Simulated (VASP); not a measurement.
Crystal: Hf.

```
CELL_PARAMETERS angstrom
-1.80500 1.80500 1.80500
1.80500 -1.80500 1.80500
1.80500 1.80500 -1.80500
ATOMIC_POSITIONS crystal
Hf 0.00000 0.00000 0.00000
```

| Property | Result |
| --- | --- |
| Program | VASP 6.6.1 |
| Task | relaxation of cell and atoms |
| Functional | r2SCAN |
| Potentials or basis | VASP PAW PBE potentials, release 64 (Hf_pv) |
| Cutoff | 600 eV |
| k mesh | 10 × 10 × 10 |
| Occupations | fermi-dirac, width 0.05 eV |
| Spin | no spin polarisation |

At the start: pressure -6.0 GPa; volume 23.52 Å³/atom.

Problem. Where does the relaxation end?

Solution. Over 4 steps the energy falls by 27.7 meV/atom and the volume is 22.09 Å³/atom (-6.1 %); space group Im-3m (No. 229, to 0.05 Å).

The path:
```csv
step,energy change (eV),largest force (eV/Å),pressure (GPa),volume (Å³)
1,0.0000,0.0000,-5.98,23.52
2,0.0065,0.0000,7.99,20.66
3,-0.0277,0.0000,-0.11,22.12
4,-0.0277,0.0000,0.05,22.09
```

Final structure:
```
Hf
1.0
    -1.76761    1.76761    1.76761
     1.76761   -1.76761    1.76761
     1.76761    1.76761   -1.76761
Hf
1
Direct
  0.00000 0.00000 0.00000
```

Caveat: the PAW data sets were made with another functional, which shifts forces and pressure a little.
